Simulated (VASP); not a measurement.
A run of VASP 6.6.1 is set up as follows.

Contents of INCAR:

```
ALGO     = Normal         # electronic algorithm
EDIFF    = 1E-6           # SCF threshold, eV
ENCUT    = 540            # plane-wave cutoff, eV
GGA_COMPAT= F            
ISIF     = 2              # what is computed and relaxed
ISMEAR   = -1             # smearing method
LASPH    = T              # aspherical terms in the spheres
LCHARG   = T              # write CHGCAR
LELF     = T              # ELF
LREAL    = F              # projectors in reciprocal space
LVHAR    = T            
LWAVE    = F              # write WAVECAR
NBANDS   = 25             # bands
NELM     = 120            # most SCF steps
PREC     = Accurate       # precision mode
SIGMA    = 0.05           # smearing width, eV
```

The input KPOINTS:

```
k-points
0
Gamma
  15 15 15
```

File POSCAR:

```
PdPt
1.0
    1.1716657329      0.6764615263      3.8145203192
   -1.1716657329      0.6764615263      3.8145203192
    0.0000000000     -1.3529230526      3.8145203192
Pd Pt
1 1
Direct
    0.0000000000      0.0000000000      0.0000000000
    0.5000000000      0.5000000000      0.5000000000
```

Potentials or basis: VASP PAW LDA potentials, release 64 (Pd_sv_GW, Pt_sv_GW).

Launch:

```bash
$ cat potpaw_LDA.64/Pd_sv_GW/POTCAR potpaw_LDA.64/Pt_sv_GW/POTCAR > POTCAR
$ mpirun -np 1 vasp_std > vasp.out
```

Task: Predict the band gap on the k mesh.

Result: Zero (band 18 reaches 21.47 eV, above the bottom of band 19 at 17.81 eV).

Task: Predict the pressure.

Result: 409.4 GPa.

Stress tensor (GPa, compression positive):
```
409.51   0.00   0.00
  0.00 409.51   0.00
  0.00   0.00 409.21
```

Caveat: spin-orbit coupling is left out, which moves the levels of the heavy elements.
